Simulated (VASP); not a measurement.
Wanted: the native input for a VASP 6.6.1 run.

| Quantity | Value |
| --- | --- |
| Task | single point |
| Functional | PBEsol |
| Potentials or basis | VASP PAW PBE potentials, release 64 (Cu) |
| Cutoff | 520 eV |
| k mesh | 20 × 20 × 20 |
| Occupations | methfessel-paxton, width 0.01 eV |
| Spin | no spin polarisation |
| Dipole correction | no |
| Further INCAR settings | ALGO = Normal; EDIFF = 1e-07; NBANDS = 12 |

The structure of Cu lies in POSCAR:

```
Cu
1.0
   -1.4427933200      1.4427933200      1.3760814500
    1.4427933200     -1.4427933200      1.3760814500
    1.4427933200      1.4427933200     -1.3760814500
Cu
1
Direct
    0.0000000000      0.0000000000      0.0000000000
```

One way to write it, as run:

INCAR

```
SYSTEM = Cu
PREC     = Accurate       ! precision mode
ENCUT    = 520            ! plane-wave cutoff, eV
EDIFF    = 1E-7           ! SCF threshold, eV
ISMEAR   = 1              ! smearing method
SIGMA    = 0.01           ! smearing width, eV
LREAL    = .FALSE.        ! projectors in reciprocal space
LASPH    = .TRUE.         ! aspherical terms in the spheres
NELM     = 60             ! most SCF steps
ALGO     = Normal         ! electronic algorithm
ISIF     = 2              ! what is computed and relaxed
LWAVE    = .FALSE.        ! write WAVECAR
LCHARG   = .FALSE.        ! write CHGCAR
GGA      = PS             ! functional
NBANDS   = 12             ! bands
```

KPOINTS

```
regular mesh
0
G
  20 20 20
  0 0 0
```

Potentials or basis: VASP PAW PBE potentials, release 64 (Cu).

Run with:

```sh
$ cat potpaw_PBE.64/Cu/POTCAR > POTCAR
$ mpirun -np 1 vasp_std > vasp.out
```

It gave:

```json
{
  "Pressure": "-0.7 GPa",
  "Band gap on the k mesh": "zero (an odd number of electrons rules out a gap without spin polarisation)"
}
```

Caveat: the PAW data sets were made with another functional, which shifts forces and pressure a little.

It took 110 s on 1 thread of Intel Xeon 8259CL, on a shared host, peak memory 0.19 GiB.
